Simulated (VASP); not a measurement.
SrCl2:

```
Sr Cl
1.0
     2.45672    1.41839    4.02977
    -2.45672    1.41839    4.02977
     0.00000   -2.83678    4.02977
Sr Cl
1 2
Cartesian
  0.0000 0.0000 0.0000
  0.0000 0.0000 3.0189
  0.0000 0.0000 9.0704
```

This cell differs from its parent crystal: uniaxial z strain +0.4%.

Base run:

- Program: VASP 6.6.1
- Functional: r2SCAN
- Potentials or basis: VASP PAW PBE potentials, release 64 (Sr_sv, Cl)
- Cutoff: 520 eV
- k mesh: 6 × 6 × 6
- Occupations: gaussian, width 0.01 eV
- Spin: no spin polarisation

Its results: band gap on the k mesh 5.99 eV; pressure 0.6 GPa.

The run is repeated on the same cell with these changes: functional from r2SCAN to PBE; occupations from gaussian, width 0.01 eV to fermi-dirac, width 0.02 eV. What comes out?

Band gap on the k mesh 5.37 eV (least direct gap 5.50 eV); pressure 1.4 GPa.

Caveats: the PAW data sets were made with another functional, which shifts forces and pressure a little (at least some runs).

A k mesh can miss the band edges.
